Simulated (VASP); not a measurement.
# BeS (F-43m) in VASP: settings compared

The runs below take BeS through single point, with PBE0+D4, PBE-based screened hybrid.

Everything below comes from runs of VASP 6.6.1. Logs are shortened: lines on timing, memory, paths and dates and some standing lists are left out, and cuts for length are marked.

**1. The cell of the first run**

It takes space group F-43m (No. 216, cubic). Conventional cell: a = 4.850 Å, b = 4.850 Å, c = 4.850 Å, α = 90.00°, β = 90.00°, γ = 90.00°. Be (site symmetry -43m) has 4 S at 2.10 Å within 2.8 Å. Within 2.8 Å of S (site symmetry -43m) lie 4 Be at 2.10 Å.

**2. Single point, PBE0+D4**

File POSCAR:

```
BeS
1.0
    0.0000000000      2.4249991143      2.4249991143
    2.4249991143      0.0000000000      2.4249991143
    2.4249991143      2.4249991143      0.0000000000
Be S
1 1
Direct
    0.0000000000      0.0000000000      0.0000000000
    0.7500000000      0.7500000000      0.7500000000
```

File INCAR.step1:

```
SYSTEM = BeS
PREC = Accurate
ENCUT = 520
EDIFF = 1E-5
ISMEAR = 0
SIGMA = 0.05
LREAL = .FALSE.
LASPH = .TRUE.
NELM = 60
ALGO = Normal
ISIF = 2
LWAVE = .TRUE.
LCHARG = .FALSE.
GGA = PE
NBANDS = 11
```

File INCAR.step2:

```
SYSTEM = BeS
PREC = Accurate
ENCUT = 520
EDIFF = 1E-6
ISMEAR = 0
SIGMA = 0.05
LREAL = .FALSE.
LASPH = .TRUE.
NELM = 60
ALGO = Normal
ISIF = 2
LWAVE = .FALSE.
LCHARG = .FALSE.
GGA = PE
LHFCALC = .TRUE.
AEXX = 0.25
PRECFOCK = Normal
IVDW = 13
ISTART = 1
NBANDS = 11
```

File KPOINTS:

```
regular mesh
0
G
  4 4 4
  0 0 0
```

Potentials or basis: VASP PAW PBE potentials, release 64 (Be, S).

The run is started by

```bash
$ cat potpaw_PBE.64/Be/POTCAR potpaw_PBE.64/S/POTCAR > POTCAR
$ cp INCAR.step1 INCAR
$ mpirun -np 1 vasp_std > vasp.out
$ cp INCAR.step2 INCAR
$ mpirun -np 1 vasp_std > vasp.out
```

OUTCAR:

```text
SYSTEM = BeS
   PREC = Accurate
   ENCUT = 520
   EDIFF = 1E-6
   ISMEAR = 0
   LREAL = .FALSE.
   LASPH = .TRUE.
   NELM = 60
   ISIF = 2
   GGA = PE
   LHFCALC = .TRUE.
   AEXX = 0.25
   PRECFOCK = Normal
   IVDW = 13
   ISTART = 1

 ion  position               nearest neighbor table
   1  0.000  0.000  0.000-   2 2.10   2 2.10   2 2.10   2 2.10
   2  0.750  0.750  0.750-   1 2.10   1 2.10   1 2.10   1 2.10

  LATTYP: Found a face centered cubic cell.
 ALAT       =     4.8499982286

  Lattice vectors:

 A1 = (   0.0000000000,   2.4249991143,   2.4249991143)
 A2 = (   2.4249991143,   0.0000000000,   2.4249991143)
 A3 = (   2.4249991143,   2.4249991143,   0.0000000000)

Analysis of symmetry for initial positions (statically):
=====================================================================
 Subroutine PRICEL returns:
 Original cell was already a primitive cell.

 Routine SETGRP: Setting up the symmetry group for a
 face centered cubic supercell.

 Subroutine GETGRP returns: Found 24 space group operations
 (whereof 24 operations were pure point group operations)
 out of a pool of 48 trial point group operations.

The static configuration has the point symmetry T_d .

Analysis of symmetry for dynamics (positions and initial velocities):
=====================================================================
 Subroutine PRICEL returns:
 Original cell was already a primitive cell.

 Routine SETGRP: Setting up the symmetry group for a
 face centered cubic supercell.

 Subroutine GETGRP returns: Found 24 space group operations
 (whereof 24 operations were pure point group operations)
 out of a pool of 48 trial point group operations.

The dynamic configuration has the point symmetry T_d .

 Subroutine INISYM returns: Found 24 space group operations
 (whereof 24 operations are pure point group operations),
 and found     1 'primitive' translations

----------------------------------------------------------------------------------------

                                     Primitive cell

  volume of cell :      28.5210

  direct lattice vectors                    reciprocal lattice vectors
     0.000000000  2.424999114  2.424999114    -0.206185642  0.206185642  0.206185642
     2.424999114  0.000000000  2.424999114     0.206185642 -0.206185642  0.206185642
     2.424999114  2.424999114  0.000000000     0.206185642  0.206185642 -0.206185642

  length of vectors
     3.429466636  3.429466636  3.429466636     0.357124008  0.357124008  0.357124008

  position of ions in fractional coordinates (direct lattice)
     0.000000000  0.000000000  0.000000000
     0.750000000  0.750000000  0.750000000

  ion indices of the primitive-cell ions
   primitive index   ion index
                 1           1
                 2           2

----------------------------------------------------------------------------------------

 KPOINTS: regular mesh

Automatic generation of k-mesh.
 Grid dimensions read from file:
 generate k-points for:    4    4    4

 Generating k-lattice:

  Cartesian coordinates                     Fractional coordinates (reciprocal lattice)
    -0.051546411  0.051546411  0.051546411     0.250000000  0.000000000  0.000000000
     0.051546411 -0.051546411  0.051546411     0.000000000  0.250000000  0.000000000
     0.051546411  0.051546411 -0.051546411     0.000000000  0.000000000  0.250000000

  Length of vectors
     0.089281002  0.089281002  0.089281002

  Shift w.r.t. Gamma in fractional coordinates (k-lattice)
     0.000000000  0.000000000  0.000000000

 Subroutine IBZKPT returns following result:
 ===========================================

 Found      8 irreducible k-points:

 Following reciprocal coordinates:
            Coordinates               Weight
  0.000000  0.000000  0.000000      1.000000
  0.250000  0.000000  0.000000      8.000000
  0.500000  0.000000  0.000000      4.000000
  0.250000  0.250000  0.000000      6.000000
  0.500000  0.250000  0.000000     24.000000
 -0.250000  0.250000  0.000000     12.000000
  0.500000  0.500000  0.000000      3.000000
 -0.250000  0.500000  0.250000      6.000000
   k-points           NKPTS =      8   k-points in BZ     NKDIM =     64   number of bands    NBANDS=     11
   number of dos      NEDOS =    301   number of ions     NIONS =      2
   total plane-waves  NPLWV =  21952
   dimension x,y,z NGX =    28 NGY =   28 NGZ =   28
   dimension x,y,z NGXF=    56 NGYF=   56 NGZF=   56
   ions per type =               1   1
   NGX,Y,Z   is equivalent  to a cutoff of  13.57, 13.57, 13.57 a.u.
   NGXF,Y,Z  is equivalent  to a cutoff of  27.15, 27.15, 27.15 a.u.
 SYSTEM =  BeS
   PREC   = accura    normal or accurate (medium, high low for compatibility)
   ISTART =      1    job   : 0-new  1-cont  2-samecut
   ICHARG =      0    charge: 1-file 2-atom 10-const
   ISPIN  =      1    spin polarized calculation?
   LNONCOLLINEAR =      F non collinear calculations
   LSORBIT =      F    spin-orbit coupling
   LASPH  =      T    aspherical Exc in radial PAW
   ENCUT  =  520.0 eV  38.22 Ry    6.18 a.u.   6.38  6.38  6.38*2*pi/ulx,y,z
   NELM   =     60;   NELMIN=  2; NELMDL=  0     # of ELM steps
   EDIFF  = 0.1E-05   stopping-criterion for ELM
   LREAL  =      F    real-space projection
   EDIFFG = 0.1E-04   stopping-criterion for IOM
   NSW    =      0    number of steps for IOM
   IBRION =     -1    ionic relax: 0-MD 1-quasi-New 2-CG
   NFREE  =      0    steps in history (QN), initial steepest desc. (CG)
   ISIF   =      2    stress and relaxation
   ISYM   =      3    0-nonsym 1-usesym 2-fastsym
   POTIM  = 0.5000    time-step for ionic-motion
   TEBEG  =    0.0;   TEEND  =   0.0 temperature during run
   PSTRESS=    0.0 pullay stress
   NELECT =       8.0000    total number of electrons
   NUPDOWN=      -1.0000    fix difference up-down
   EMIN   =  10.00;   EMAX   =-10.00  energy-range for DOS
   EFERMI =   0.00;   METHOD = LEGACY
   ISMEAR =     0;   SIGMA  =   0.05  broadening in eV -4-tet -1-fermi 0-gaus
   EFERMI_NEDOS =   21; number of points for ismear=-14 and -15
   IALGO  =     38    algorithm
   IMIX   =      1    mixing-type and parameters
     AMIX     =   0.40;   BMIX     =  1.00
     AMIX_MAG =   1.60;   BMIX_MAG =  1.00
  volume/ion in A,a.u.               =      14.26        96.23
  Fermi-wavevector in a.u.,A,eV,Ry     =   1.071642  2.025111 15.625169  1.148418
  Thomas-Fermi vector in A             =   2.207389
   LORBIT       =      0    0 simple, 1 ext, 2 COOP (PROOUT), +10 PAW based schemes
   GGA     = PE    functional components
   LHFCALC =     T    Hartree Fock is set to
   PRECFOCK=normal    Normal, Fast or Accurate (Low or Medium for compatibility)
   ENCUT4O =  -1.0   cutoff for four orbital integrals eV
   NKREDX  =     1    reduce k-point grid by
   NKREDY  =     1    reduce k-point grid by
   NKREDZ  =     1    reduce k-point grid by
   AEXX    =    0.2500 exact exchange contribution
   HFSCREEN=    0.0000 screening length (either q_TF or 0.3 A-1)
   HFSCREENC=   0.0000 screening length for correlation (either q_TF or 0.3 A-1)
   ENCUTFOCK=  -1.0 apply spherical cutoff to Coloumb kernel
   IVDW    =    13    specifies the selected vdW correction
   LEPSILON=     F    determine dielectric tensor
   LRPA    =     F    only Hartree local field effects (RPA)
 non-spin polarized calculation
 Gauss-broadening in eV      SIGMA  =   0.05
  energy-cutoff  :      520.00
  volume of cell :       28.52
 maximum number of plane-waves:       778
 NGX is ok and might be reduce to    28
  NGX = 20; NGY = 20; NGZ = 20

 number of electron       7.9999999 magnetization

 Free energy of the ion-electron system (eV)
  ---------------------------------------------------
  ext. energy  EPLUGINS =         0.00000000
  ---------------------------------------------------
  free energy    TOTEN  =       -11.97552750 eV

  energy without entropy =      -11.97552750  energy(sigma->0) =      -11.97552750

 E-fermi :   3.3900     XC(G=0):  -7.6916

 val. band max:        3.1253908499   @ k =   0.0000   0.0000   0.0000
 cond. band min:       7.9470745068   @ k =   0.5000   0.5000   0.0000
 fundamental gap:      4.8216836569
 Fermi energy:         3.3899888689

 k-point     1 :       0.0000    0.0000    0.0000
  band No.  band energies     occupation
      1     -11.9839      2.00000
      2       3.1254      2.00000
      3       3.1254      2.00000
      4       3.1254      2.00000
      5      10.7820      0.00000
      6      10.7820      0.00000
      7      10.7820      0.00000
      8      10.9724      0.00000
      9      18.2039      0.00000
     10      18.2039      0.00000
     11      20.1755      0.00000

 k-point     2 :       0.2500    0.0000    0.0000
  band No.  band energies     occupation
      1     -11.2476      2.00000
      2      -0.4813      2.00000
      3       2.4836      2.00000
      4       2.4836      2.00000
      5      10.6175      0.00000
      6      11.7362      0.00000
      7      11.7362      0.00000
      8      14.5687      0.00000
      9      17.1949      0.00000
     10      17.1949      0.00000
     11      19.5272      0.00000

 k-point     3 :       0.5000    0.0000    0.0000
  band No.  band energies     occupation
      1     -10.1988      2.00000
      2      -3.2608      2.00000
      3       1.9973      2.00000
      4       1.9973      2.00000
      5      10.5249      0.00000
      6      11.6891      0.00000
      7      11.6891      0.00000
      8      16.4503      0.00000
      9      20.5194      0.00000
     10      20.5194      0.00000
     11      20.6672      0.00000
[... 43 lines left out ...]
 k-point     7 :       0.5000    0.5000    0.0000
  band No.  band energies     occupation
      1      -9.5931      2.00000
      2      -2.4383      2.00000
      3       0.2346      2.00000
      4       0.2346      2.00000
      5       7.9471      0.00000
      6       9.8726      0.00000
      7      18.4543      0.00000
      8      18.4543      0.00000
      9      21.1758      0.00000
     10      22.0402      0.00000
     11      22.4719      0.00000

 k-point     8 :      -0.2500    0.5000    0.2500
  band No.  band energies     occupation
      1      -9.5336      2.00000
      2      -1.5990      2.00000
      3      -1.0949      2.00000
      4      -0.4885      2.00000
      5      11.4682      0.00000
      6      13.2376      0.00000
      7      13.7321      0.00000
      8      14.2031      0.00000
      9      20.0176      0.00000
     10      20.0562      0.00000
     11      22.8150      0.00000

------------------------ aborting loop because EDIFF is reached ----------------------------------------

  DFT-D4 for vdW energy calculation

  Edisp (eV):   -0.49477

  FORCE on cell =-STRESS in cart. coord.  units (eV):
  Direction    XX          YY          ZZ          XY          YZ          ZX
  --------------------------------------------------------------------------------------
  -------------------------------------------------------------------------------------
  Total      -0.38979    -0.38979    -0.38979    -0.00000     0.00000    -0.00000
  in kB     -21.89638   -21.89638   -21.89638    -0.00000     0.00000    -0.00000
  external pressure =      -21.90 kB  Pullay stress =        0.00 kB

 VOLUME and BASIS-vectors are now :
 -----------------------------------------------------------------------------
  energy-cutoff  :      520.00
  volume of cell :       28.52
      direct lattice vectors                 reciprocal lattice vectors
     0.000000000  2.424999114  2.424999114    -0.206185642  0.206185642  0.206185642
     2.424999114  0.000000000  2.424999114     0.206185642 -0.206185642  0.206185642
     2.424999114  2.424999114  0.000000000     0.206185642  0.206185642 -0.206185642

 POSITION                                       TOTAL-FORCE (eV/Angst)
 -----------------------------------------------------------------------------------
      0.00000      0.00000      0.00000         0.000000     -0.000000     -0.000000
      3.63750      3.63750      3.63750        -0.000000      0.000000      0.000000
 -----------------------------------------------------------------------------------
    total drift:                               -0.000000      0.000000      0.000000

  FREE ENERGIE OF THE ION-ELECTRON SYSTEM (eV)
  ---------------------------------------------------
  free  energy   TOTEN  =       -12.4702980957 eV

  energy  without entropy=      -12.4702980957  energy(sigma->0) =      -12.47029810
```

It took 33 s on 1 thread of Intel Xeon 6975P-C (Granite Rapids), shared host; peak memory 0.15 GiB.

Results:

```yaml
Free_energy: -12.4703 eV
Pressure: -2.2 GPa
Band_gap_on_the_k_mesh: 4.82 eV, indirect (least direct gap 7.66 eV)
Dispersion_energy_per_atom: -0.247 eV
```

Caveat: the k points lie up to 0.56 Å⁻¹ apart; the PAW data sets were made with another functional, which shifts forces and pressure a little. A k mesh can miss the band edges.

**3. Single point, PBE-based screened hybrid**

POSCAR is that of step 2.

File INCAR.step1:

```
PREC     = Accurate       # precision mode
ENCUT    = 520            # plane-wave cutoff, eV
EDIFF    = 1E-5           # SCF threshold, eV
ISMEAR   = 0              # smearing method
SIGMA    = 0.05           # smearing width, eV
LREAL    = F              # projectors in reciprocal space
LASPH    = T              # aspherical terms in the spheres
NELM     = 100            # most SCF steps
ALGO     = Normal         # electronic algorithm
ISIF     = 2              # what is computed and relaxed
LWAVE    = T              # write WAVECAR
GGA      = PE             # functional
NBANDS   = 11             # bands
```

File INCAR.step2:

```
PREC     = Accurate       # precision mode
ENCUT    = 520            # plane-wave cutoff, eV
EDIFF    = 1E-7           # SCF threshold, eV
ISMEAR   = 0              # smearing method
SIGMA    = 0.05           # smearing width, eV
LREAL    = F              # projectors in reciprocal space
LASPH    = T              # aspherical terms in the spheres
NELM     = 100            # most SCF steps
ALGO     = Normal         # electronic algorithm
ISIF     = 2              # what is computed and relaxed
LWAVE    = F              # write WAVECAR
LCHARG   = T              # write CHGCAR
GGA      = PE             # functional
LHFCALC  = T              # exact exchange
AEXX     = 0.45           # exact-exchange fraction
HFSCREEN = 0.3            # screening, 1/A
PRECFOCK = Normal       
LELF     = T              # ELF
LVHAR    = T            
ISTART   = 1            
NBANDS   = 11             # bands
```

File KPOINTS:

```
regular mesh
0
Gamma
  4 4 4
```

Potentials or basis: VASP PAW PBE potentials, release 64 (Be, S).

The run is started by

```bash
$ cat potpaw_PBE.64/Be/POTCAR potpaw_PBE.64/S/POTCAR > POTCAR
$ cp INCAR.step1 INCAR
$ mpirun -np 1 vasp_std > vasp.out
$ cp INCAR.step2 INCAR
$ mpirun -np 1 vasp_std > vasp.out
```

It took 46 s on 1 thread of Intel Xeon 6975P-C (Granite Rapids), shared host; peak memory 0.24 GiB.

Results (log left out):

```
Free energy            : -12.0629 eV
Pressure               : -0.4 GPa
Band gap on the k mesh : 4.47 eV, indirect (least direct gap 7.44 eV)
```

Levels at points of the mesh, in eV from the valence-band top:
| k point | band 1 | band 2 | band 3 | band 4 | band 5 | band 6 | band 7 | band 8 |
| --- | --- | --- | --- | --- | --- | --- | --- | --- |
| (0.00, 0.00, 0.00) | -16.01 | 0.00 | 0.00 | 0.00 | 7.44 | 7.44 | 7.44 | 7.66 |
| (0.50, 0.00, 0.00) | -14.11 | -6.64 | -1.17 | -1.17 | 7.14 | 8.34 | 8.34 | 13.20 |
| (0.50, 0.50, 0.00) | -13.47 | -5.81 | -3.00 | -3.00 | 4.47 | 6.42 | 15.44 | 15.44 |

Caveat: the k points lie up to 0.56 Å⁻¹ apart; the PAW data sets were made with another functional, which shifts forces and pressure a little.
